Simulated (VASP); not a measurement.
# Pt (P6_3/mmc) in VASP: single point with r2SCAN

Aim: the single point of Pt with r2SCAN.

All numbers are computed with VASP 6.6.1; they aren't measurements. Logs are shortened: lines on timing, memory, paths and dates and some standing lists are left out, and cuts for length are marked.

### Step 1. The cell of the first run

It takes space group P6_3/mmc (No. 194, hexagonal). Conventional cell: a = 2.761 Å, b = 2.761 Å, c = 4.792 Å, α = 90.00°, β = 90.00°, γ = 120.00°. Within 3.6 Å of Pt (site symmetry -6m2) lie 12 Pt at 2.76 to 2.88 Å.

This isn't the form of Pt at room conditions, which is fcc.

### Step 2. Single point, r2SCAN

File POSCAR:

```
Pt
1.0
    2.7606660000      0.0000000000      0.0000000000
   -1.3803330000      2.3908070000      0.0000000000
    0.0000000000      0.0000000000      4.7921340000
Pt
2
Direct
    0.6666666667      0.3333333333      0.7500000000
    0.3333333333      0.6666666667      0.2500000000
```

File INCAR.step1:

```
SYSTEM = Pt
  PREC = Accurate
  ENCUT = 630
  ISMEAR = 0
  SIGMA = 0.1
  LREAL = .FALSE.
  LASPH = .TRUE.
  NELM = 120
  NBANDS = 25
  GGA = PE
  ALGO = Normal
  EDIFF = 1E-5
  LWAVE = .TRUE.
  LCHARG = .FALSE.
  GGA_COMPAT = .FALSE.
```

File INCAR.step2:

```
SYSTEM = Pt
  PREC = Accurate
  ENCUT = 630
  EDIFF = 1E-6
  ISMEAR = 0
  SIGMA = 0.1
  LREAL = .FALSE.
  LASPH = .TRUE.
  NELM = 120
  ALGO = Normal
  ISIF = 2
  LWAVE = .FALSE.
  LCHARG = .TRUE.
  METAGGA = R2SCAN
  LMIXTAU = .TRUE.
  LELF = .TRUE.
  LVHAR = .TRUE.
  NBANDS = 25
  ISTART = 1
  GGA_COMPAT = .FALSE.
```

File KPOINTS:

```
Automatic mesh
0
G
  14 14 7
  0 0 0
```

Potentials or basis: VASP PAW PBE potentials, release 64 (Pt_sv_GW).

Launch:

```console
cat potpaw_PBE.64/Pt_sv_GW/POTCAR > POTCAR
cp INCAR.step1 INCAR
mpirun -np 1 vasp_std > vasp.out
cp INCAR.step2 INCAR
mpirun -np 1 vasp_std > vasp.out
```

OUTCAR:

```text
SYSTEM = Pt
   PREC = Accurate
   ENCUT = 630
   EDIFF = 1E-6
   ISMEAR = 0
   LREAL = .FALSE.
   LASPH = .TRUE.
   NELM = 120
   ISIF = 2
   METAGGA = R2SCAN
   ISTART = 1

 ion  position               nearest neighbor table
   1  0.667  0.333  0.750-   2 2.88   2 2.88   2 2.88   2 2.88   2 2.88   2 2.88
   2  0.333  0.667  0.250-   1 2.88   1 2.88   1 2.88   1 2.88   1 2.88   1 2.88

  LATTYP: Found a hexagonal cell.
 ALAT       =     2.7606660000
 C/A-ratio  =     1.7358615638

  Lattice vectors:

 A1 = (   2.7606660000,   0.0000000000,   0.0000000000)
 A2 = (  -1.3803330000,   2.3908070000,   0.0000000000)
 A3 = (   0.0000000000,   0.0000000000,   4.7921340000)

Analysis of symmetry for initial positions (statically):
=====================================================================
 Subroutine PRICEL returns:
 Original cell was already a primitive cell.

 Routine SETGRP: Setting up the symmetry group for a
 hexagonal supercell.

 Subroutine GETGRP returns: Found 24 space group operations
 (whereof 12 operations were pure point group operations)
 out of a pool of 24 trial point group operations.

The static configuration has the point symmetry D_3d.
 The point group associated with its full space group is D_6h.

Analysis of symmetry for dynamics (positions and initial velocities):
=====================================================================
 Subroutine PRICEL returns:
 Original cell was already a primitive cell.

 Routine SETGRP: Setting up the symmetry group for a
 hexagonal supercell.

 Subroutine GETGRP returns: Found 24 space group operations
 (whereof 12 operations were pure point group operations)
 out of a pool of 24 trial point group operations.

The dynamic configuration has the point symmetry D_3d.
 The point group associated with its full space group is D_6h.

 Subroutine INISYM returns: Found 24 space group operations
 (whereof 12 operations are pure point group operations),
 and found     1 'primitive' translations

----------------------------------------------------------------------------------------

                                     Primitive cell

  volume of cell :      31.6291

  direct lattice vectors                    reciprocal lattice vectors
     2.760666000  0.000000000  0.000000000     0.362231433  0.209134405  0.000000000
    -1.380333000  2.390807000  0.000000000     0.000000000  0.418268810  0.000000000
     0.000000000  0.000000000  4.792134000     0.000000000  0.000000000  0.208675300
[... 76 lines left out ...]
   ISTART =      1    job   : 0-new  1-cont  2-samecut
   ICHARG =      0    charge: 1-file 2-atom 10-const
   ISPIN  =      1    spin polarized calculation?
   LNONCOLLINEAR =      F non collinear calculations
   LSORBIT =      F    spin-orbit coupling
   LASPH  =      T    aspherical Exc in radial PAW
   ENCUT  =  630.0 eV  46.30 Ry    6.80 a.u.   5.65  5.65  9.81*2*pi/ulx,y,z
   NELM   =    120;   NELMIN=  2; NELMDL=  0     # of ELM steps
   EDIFF  = 0.1E-05   stopping-criterion for ELM
   LREAL  =      F    real-space projection
   EDIFFG = 0.1E-04   stopping-criterion for IOM
   NSW    =      0    number of steps for IOM
   IBRION =     -1    ionic relax: 0-MD 1-quasi-New 2-CG
   NFREE  =      0    steps in history (QN), initial steepest desc. (CG)
   ISIF   =      2    stress and relaxation
   ISYM   =      2    0-nonsym 1-usesym 2-fastsym
   POTIM  = 0.5000    time-step for ionic-motion
   TEBEG  =    0.0;   TEEND  =   0.0 temperature during run
   PSTRESS=    0.0 pullay stress
   NELECT =      36.0000    total number of electrons
   NUPDOWN=      -1.0000    fix difference up-down
   EMIN   =  10.00;   EMAX   =-10.00  energy-range for DOS
   EFERMI =   0.00;   METHOD = LEGACY
   ISMEAR =     0;   SIGMA  =   0.10  broadening in eV -4-tet -1-fermi 0-gaus
   EFERMI_NEDOS =   21; number of points for ismear=-14 and -15
   IALGO  =     38    algorithm
   IMIX   =      4    mixing-type and parameters
     AMIX     =   0.40;   BMIX     =  1.00
     AMIX_MAG =   1.60;   BMIX_MAG =  1.00
  volume/ion in A,a.u.               =      15.81       106.72
  Fermi-wavevector in a.u.,A,eV,Ry     =   1.709280  3.230071 39.751301  2.921638
  Thomas-Fermi vector in A             =   2.787793
   LORBIT       =      0    0 simple, 1 ext, 2 COOP (PROOUT), +10 PAW based schemes
   METAGGA = R2SCAN    functional components
   LHFCALC =     F    Hartree Fock is set to
   AEXX    =    0.0000 exact exchange contribution
   IVDW    =     0    specifies the selected vdW correction
   LEPSILON=     F    determine dielectric tensor
   LRPA    =     F    only Hartree local field effects (RPA)
 non-spin polarized calculation
 Gauss-broadening in eV      SIGMA  =   0.10
  energy-cutoff  :      630.00
  volume of cell :       31.63
 maximum number of plane-waves:      1160
 NGX is ok and might be reduce to    24
   NGX = 11   NGY = 11   NGZ = 19

 number of electron      36.0000000 magnetization

 Free energy of the ion-electron system (eV)
  ---------------------------------------------------
  ext. energy  EPLUGINS =         0.00000000
  ---------------------------------------------------
  free energy    TOTEN  =      -102.70241255 eV

  energy without entropy =     -102.68636702  energy(sigma->0) =     -102.69438979

 E-fermi :   9.5798     XC(G=0): -14.9046

 val. band max:        9.5785540741   @ k =   0.2143   0.1429   0.2857
 cond. band min:       9.5981666409   @ k =   0.4286   0.0714   0.2857
 fundamental gap:      0.0196125668
 Fermi energy:         9.5797735595

 k-point     1 :       0.0000    0.0000    0.0000
  band No.  band energies     occupation
      1     -90.8693      2.00000
      2     -90.8485      2.00000
      3     -44.5412      2.00000
      4     -44.3179      2.00000
      5     -44.3179      2.00000
      6     -44.2752      2.00000
[... 661 lines left out ...]
     24      22.0652      0.00000
     25      23.6584      0.00000

 [... further k-points ...]
[... 5 lines left out ...]
  --------------------------------------------------------------------------------------
  -------------------------------------------------------------------------------------
  Total       -1.5319101     -1.5319103     -1.2445078      0.0000000      0.0000000      0.0000000
  in kB      -77.5990737    -77.5990810    -63.0406750      0.0000000      0.0000000      0.0000000
  external PRESSURE =     -72.7462765 kB  Pullay stress =       0.0000000 kB

 VOLUME and BASIS-vectors are now :
 -----------------------------------------------------------------------------
  energy-cutoff  :      630.00
  volume of cell :       31.63
      direct lattice vectors                 reciprocal lattice vectors
     2.760666000  0.000000000  0.000000000     0.362231433  0.209134405  0.000000000
    -1.380333000  2.390807000  0.000000000     0.000000000  0.418268810  0.000000000
     0.000000000  0.000000000  4.792134000     0.000000000  0.000000000  0.208675300

 POSITION                                       TOTAL-FORCE (eV/Angst)
 -----------------------------------------------------------------------------------
      1.38033      0.79694      3.59410         0.000000     -0.000000      0.000000
     -0.00000      1.59387      1.19803        -0.000000      0.000000      0.000000
 -----------------------------------------------------------------------------------
    total drift:                               -0.000001      0.000000     -0.000000

  FREE ENERGIE OF THE ION-ELECTRON SYSTEM (eV)
  ---------------------------------------------------
  free  energy   TOTEN  =      -102.7024125515 eV

  energy  without entropy=     -102.6863670246  energy(sigma->0) =     -102.69438979
```

OSZICAR.step1:

```text
N       E                     dE             d eps       ncg     rms          rms(c)
DAV:   1     0.482137383430E+03    0.48214E+03   -0.29729E+04  5080   0.184E+03
DAV:   2     0.346408148662E+01   -0.47867E+03   -0.46807E+03  5602   0.639E+02
DAV:   3    -0.139689360034E+02   -0.17433E+02   -0.17234E+02  5695   0.118E+02
DAV:   4    -0.140958338203E+02   -0.12690E+00   -0.12680E+00  5570   0.107E+01
DAV:   5    -0.140966045364E+02   -0.77072E-03   -0.77053E-03  5850   0.784E-01    0.877E+01
DAV:   6    -0.121388002022E+02    0.19578E+01   -0.38679E+00  5145   0.161E+01    0.465E+01
DAV:   7    -0.120769118568E+02    0.61888E-01   -0.74235E-01  5818   0.636E+00    0.840E+00
DAV:   8    -0.120437561530E+02    0.33156E-01   -0.15359E-01  5092   0.367E+00    0.801E-01
DAV:   9    -0.120433794190E+02    0.37673E-03   -0.30561E-03  5193   0.592E-01    0.351E-01
DAV:  10    -0.120433111407E+02    0.68278E-04   -0.11281E-04  5933   0.127E-01    0.195E-01
DAV:  11    -0.120433156847E+02   -0.45440E-05   -0.21523E-05  3789   0.410E-02
   1 F= -.12043316E+02 E0= -.12033968E+02  d E =-.186952E-01
```

Run time: 7.4 min. Hardware: 1 thread of AMD EPYC 7R43 (Zen 3), shared host; peak memory 0.2 GiB.

What came out:

```
Free energy            : -102.7024 eV
Pressure               : -7.3 GPa
Band gap on the k mesh : zero (bands 18 and 19 overlap by 1.32 eV)
```

Caveat: the cell stands under tension; the PAW data sets were made with another functional, which shifts forces and pressure a little; spin-orbit coupling is left out, which moves the levels of the heavy elements.
